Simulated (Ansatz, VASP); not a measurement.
# Sn in VASP and in Ansatz

POSCAR

```
Sn
1.0
   -1.6551308167      1.6551308167      2.4826962251
    1.6551308167     -1.6551308167      2.4826962251
    1.6551308167      1.6551308167     -2.4826962251
Sn
1
Direct
    0.0000000000      0.0000000000      0.0000000000
```

INCAR.step1

```
ALGO = Normal
EDIFF = 1E-4
ENCUT = 520
GGA = PE
ISMEAR = 0
LASPH = True
LCHARG = False
LREAL = False
LWAVE = True
NBANDS = 13
NELM = 100
PREC = Accurate
SIGMA = 0.15
```

File INCAR.step2:

```
ALGO = Normal
EDIFF = 1E-6
ENCUT = 520
ISIF = 2
ISMEAR = 0
ISTART = 1
LASPH = True
LCHARG = True
LELF = True
LMIXTAU = True
LREAL = False
LVHAR = True
LWAVE = False
METAGGA = R2SCAN
NBANDS = 13
NELM = 100
PREC = Accurate
SIGMA = 0.15
```

The input KPOINTS:

```
k-points
0
Gamma
  20 20 20
```

Input for Ansatz:

```yaml
crystal:
  lattice:
    - [-1.6551308167, 1.6551308167, 2.4826962251]
    - [1.6551308167, -1.6551308167, 2.4826962251]
    - [1.6551308167, 1.6551308167, -2.4826962251]
  atoms:
    - { symbol: Sn, position: [0.0, 0.0, 0.0] }
basis:
  ecutwfc: 500
kpoints:
  mp_grid: { grid: [20, 20, 20] }
hamiltonian:
  xc: r2scan
scf:
  occupations: { method: gaussian, width: 0.15 }
output:
  forces: true
  stress: true
  eigenvalues: true
```

Alike in both runs: task single point; functional r2SCAN; k mesh 20 × 20 × 20; occupations gaussian, width 0.15 eV; no spin polarisation.

```csv
,VASP,Ansatz
version,VASP 6.6.1,Ansatz 0.2.0
potentials or method,"VASP PAW PBE potentials, release 64 (Sn_d), cutoff 520 eV","scalar-relativistic, plane waves, PAW"
valence electrons in the cell,14,14
```

|  | VASP | Ansatz | Ansatz less VASP |
| --- | --- | --- | --- |
| gap on the k mesh at the Fermi level (eV) | none | none | - |
| pressure (GPa) | 0.2 | 0.2 | +0.01 |
| traceless stress, the component that is largest in VASP (GPa) | 0.12 | 0.12 | 0.000 |

VASP's potentials were made for PBE, not for r2SCAN. A gap of «none» marks a metal or a gap that the smearing closes.
